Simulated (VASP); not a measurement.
Set up this calculation in VASP 6.6.1, as the native input.

```yaml
Task: single point
Functional: LDA
Potentials_or_basis: VASP PAW LDA potentials, release 64 (C)
Cutoff: 520 eV
k_mesh: 18 × 18 × 2
Occupations: gaussian, width 0.01 eV
Spin: no spin polarisation
Dipole_correction: no
Further_INCAR_settings: ALGO = Normal; EDIFF = 1e-06; NBANDS = 36
```

The structure of C lies in POSCAR:

```
C
1.0
    2.4937038264      0.0000000000      0.0000000000
   -1.2468519132      2.1596108632      0.0000000000
    0.0000000000      0.0000000000     20.4783754398
C
12
Direct
    0.0000000000      0.0000000000      0.9197893561
    0.3333333333      0.6666666667      0.9197629360
    0.0000000000      0.0000000000      0.7469037306
    0.3333333333      0.6666666667      0.7468773105
    0.6666666667      0.3333333333      0.2531226895
    0.0000000000      0.0000000000      0.2530962694
    0.6666666667      0.3333333333      0.0802370640
    0.0000000000      0.0000000000      0.0802106439
    0.3333333333      0.6666666667      0.5864560228
    0.6666666667      0.3333333333      0.5864296027
    0.3333333333      0.6666666667      0.4135703973
    0.6666666667      0.3333333333      0.4135439772
```

This cell differs from its parent crystal: biaxial strain in the a-b plane: +2.0 %.

These files were run (other wordings do the same):

INCAR

```
PREC = Accurate ; ENCUT = 520
EDIFF = 1E-6 ; ISMEAR = 0
SIGMA = 0.01 ; LREAL = F
LASPH = T ; NELM = 100
ALGO = Normal ; ISIF = 2
LWAVE = F ; LCHARG = T
LELF = T ; LVHAR = T
NBANDS = 36
```

KPOINTS

```
Automatic mesh
0
Gamma
  18 18 2
```

Potentials or basis: VASP PAW LDA potentials, release 64 (C).

Command:

```sh
$ cat potpaw_LDA.64/C/POTCAR > POTCAR
$ mpirun -np 1 vasp_std > vasp.out
```

Results of the run:

```
Pressure      : -14.6 GPa
Largest force : 0.004 eV/Å
```

Caveat: the cell differs from its parent crystal (biaxial strain in the a-b plane: +2.0 %); the cell stands under tension.

Run time: 120 s on 1 thread of Intel(R) Xeon(R) 6975P-C (Granite Rapids), with other jobs on the host, peak memory 0.31 GiB.
